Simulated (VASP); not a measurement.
Write the native input for VASP 6.6.1 that does the following.

| Quantity | Value |
| --- | --- |
| Task | single point |
| Functional | PBE |
| Potentials or basis | VASP PAW PBE potentials, release 64 (Ta_pv, P, Au) |
| Cutoff | 520 eV |
| k mesh | 6 × 6 × 2 |
| Occupations | gaussian, width 0.1 eV |
| Spin | no spin polarisation |
| Dipole correction | no |
| Further INCAR settings | ALGO = Normal; EDIFF = 1e-07; NBANDS = 33 |

The structure of Ta2P3Au lies in POSCAR:

```
Ta2P3Au
1.0
    3.5525466706      0.0000000000      0.0000000000
    0.0000000000      3.5525466706      0.0000000000
    0.0000000000      0.0000000000      7.6330700787
Ta P Au
2 3 1
Direct
    0.5000000000      0.5000000000      0.2423665792
    0.0000000000      0.0000000000      0.7593776109
    0.5000000000      0.0000000000      0.9982168824
    0.0000000000      0.5000000000      0.9982168824
    0.0000000000      0.0000000000      0.3899102846
    0.5000000000      0.5000000000      0.6119117906
```

These files were run (other wordings do the same):

INCAR

```
SYSTEM = Ta2P3Au
PREC     = Accurate       ! precision mode
ENCUT    = 520            ! plane-wave cutoff, eV
EDIFF    = 1E-7           ! SCF threshold, eV
ISMEAR   = 0              ! smearing method
SIGMA    = 0.1            ! smearing width, eV
LREAL    = .FALSE.        ! projectors in reciprocal space
LASPH    = .TRUE.         ! aspherical terms in the spheres
NELM     = 80             ! most SCF steps
ALGO     = Normal         ! electronic algorithm
ISIF     = 2              ! what is computed and relaxed
LWAVE    = .FALSE.        ! write WAVECAR
LCHARG   = .FALSE.        ! write CHGCAR
GGA      = PE             ! functional
NBANDS   = 33             ! bands
```

KPOINTS

```
regular mesh
0
G
  6 6 2
  0 0 0
```

Potentials or basis: VASP PAW PBE potentials, release 64 (Ta_pv, P, Au).

Command:

```bash
$ cat potpaw_PBE.64/Ta_pv/POTCAR potpaw_PBE.64/P/POTCAR potpaw_PBE.64/Au/POTCAR > POTCAR
$ mpirun -np 1 vasp_std > vasp.out
```

It gave:

```yaml
Pressure: 0.1 GPa
Largest_force: 0.029 eV/Å
Band_gap_on_the_k_mesh: zero (band 24 reaches 9.30 eV, above the bottom of band 25 at 8.40 eV)
```

Caveat: the k points lie up to 0.41 Å⁻¹ apart; spin-orbit coupling is left out, which moves the levels of the heavy elements.

Run time: 52 s on 1 thread of Intel(R) Xeon(R) Platinum 8488C (Sapphire Rapids) (shared host), peak memory 0.24 GiB.
